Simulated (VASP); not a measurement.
The system is Fe.

```
CELL_PARAMETERS angstrom
-1.43455 1.43455 1.43455
1.43455 -1.43455 1.43455
1.43455 1.43455 -1.43455
ATOMIC_POSITIONS crystal
Fe 0.00000 0.00000 0.00000
```

Base run:

```yaml
Program: VASP 6.6.1
Functional: r2SCAN
Potentials_or_basis: VASP PAW PBE potentials, release 64 (Fe)
Cutoff: 520 eV
k_mesh: 25 × 25 × 25
Occupations: fermi-dirac, width 0.05 eV
Spin: collinear spin, ferromagnetic start
Starting_moments: "[2.826] μB"
```

Its results: pressure -1.1 GPa; net moment 2.65 μB per cell; site moments Fe +2.72 μB.

Q: The run is repeated on the same cell with these changes: k mesh from 25 × 25 × 25 to 15 × 15 × 15; moments at the start from [2.83] to [2.5]. What comes out?

A: Pressure -0.4 GPa; net moment 2.67 μB per cell; site moments Fe +2.74 μB.

Caveats: the PAW data sets were made with another functional, which shifts forces and pressure a little.
